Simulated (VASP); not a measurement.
# Al2O3: relaxation of cell and atoms with LDA

The system is Al2O3.

```
Al O
1.0
     2.36459    1.36520    4.29723
    -2.36459    1.36520    4.29723
     0.00000   -2.73040    4.29723
Al O
4 6
Cartesian
  0.0000 0.0000 4.5382
  0.0000 0.0000 1.9077
  0.0000 0.0000 8.3535
  0.0000 0.0000 10.9840
  -0.9181 1.3652 7.5201
  -0.7232 -1.4777 7.5201
  1.6414 0.1125 7.5201
  0.9181 -1.3652 5.3715
  0.7232 1.4777 5.3715
  -1.6414 -0.1125 5.3715
```

```
Program                : VASP 6.6.1
Task                   : relaxation of cell and atoms
Functional             : LDA
Potentials or basis    : VASP PAW LDA potentials, release 64 (Al, O)
Cutoff                 : 600 eV
k mesh                 : 6 × 6 × 6
Occupations            : gaussian, width 0.01 eV
Spin                   : no spin polarisation
Dipole correction      : no
Further INCAR settings : ALGO = Normal; EDIFF = 1e-07; IBRION = 2; EDIFFG = -0.001; NSW = 80; ISIF = 3
```

| Quantity | Value |
| --- | --- |
| Relaxed volume | 8.34 Å³/atom |
| Relaxed cell | a = 5.094 Å, b = 5.094 Å, c = 5.094 Å, α = 55.37°, β = 55.37°, γ = 55.37° |
| Space group after relaxing (to 0.1 Å) | R-3c (No. 167) |
| Energy gained by relaxing | 0.0 meV/atom |
| Ionic steps | 8 |
| Pressure after relaxing | 0.0 GPa |
| Band gap on the k mesh | 6.42 eV |

The path:
| step | energy change (eV) | largest force (eV/Å) | pressure (GPa) | volume (Å³) |
| --- | --- | --- | --- | --- |
| 1 | 0.0000 | 0.0125 | 0.48 | 83.23 |
| 2 | -0.0001 | 0.0071 | -0.46 | 83.53 |
| 3 | -0.0003 | 0.0062 | -0.02 | 83.39 |
| 4 | -0.0003 | 0.0063 | -0.01 | 83.39 |
| 5 | -0.0003 | 0.0017 | 0.01 | 83.38 |
| 6 | -0.0003 | 0.0013 | 0.01 | 83.38 |
| 7 | -0.0003 | 0.0012 | 0.01 | 83.38 |
| 8 | -0.0003 | 0.0006 | 0.00 | 83.39 |

Final structure:
```
Al O
1.0
     2.36638    1.36623    4.29869
    -2.36638    1.36623    4.29869
     0.00000   -2.73246    4.29869
Al O
4 6
Direct
  0.35200 0.35200 0.35200
  0.14800 0.14800 0.14800
  0.64800 0.64800 0.64800
  0.85200 0.85200 0.85200
  0.55575 0.94425 0.25000
  0.25000 0.55575 0.94425
  0.94425 0.25000 0.55575
  0.44425 0.05575 0.75000
  0.75000 0.44425 0.05575
  0.05575 0.75000 0.44425
```

Levels at points of the mesh, in eV from the valence-band top:
| k point | band 21 | band 22 | band 23 | band 24 | band 25 | band 26 | band 27 | band 28 |
| --- | --- | --- | --- | --- | --- | --- | --- | --- |
| (0.00, 0.00, 0.00) | -0.52 | -0.04 | -0.04 | 0.00 | 6.42 | 9.07 | 10.77 | 11.54 |
| (0.50, 0.00, 0.00) | -0.94 | -0.94 | -0.29 | -0.29 | 9.45 | 9.45 | 9.74 | 9.74 |
| (0.50, 0.50, 0.00) | -1.06 | -0.94 | -0.77 | -0.26 | 9.44 | 9.84 | 9.95 | 10.46 |
| (0.50, 0.50, 0.50) | -0.39 | -0.39 | -0.39 | -0.39 | 8.74 | 8.74 | 11.00 | 11.00 |

Run time: 4.6 min on 1 thread of Intel(R) Xeon(R) Platinum 8375C CPU @ 2.90GHz (Ice Lake) (shared host), peak memory 0.25 GiB.

A k mesh can miss the band edges.
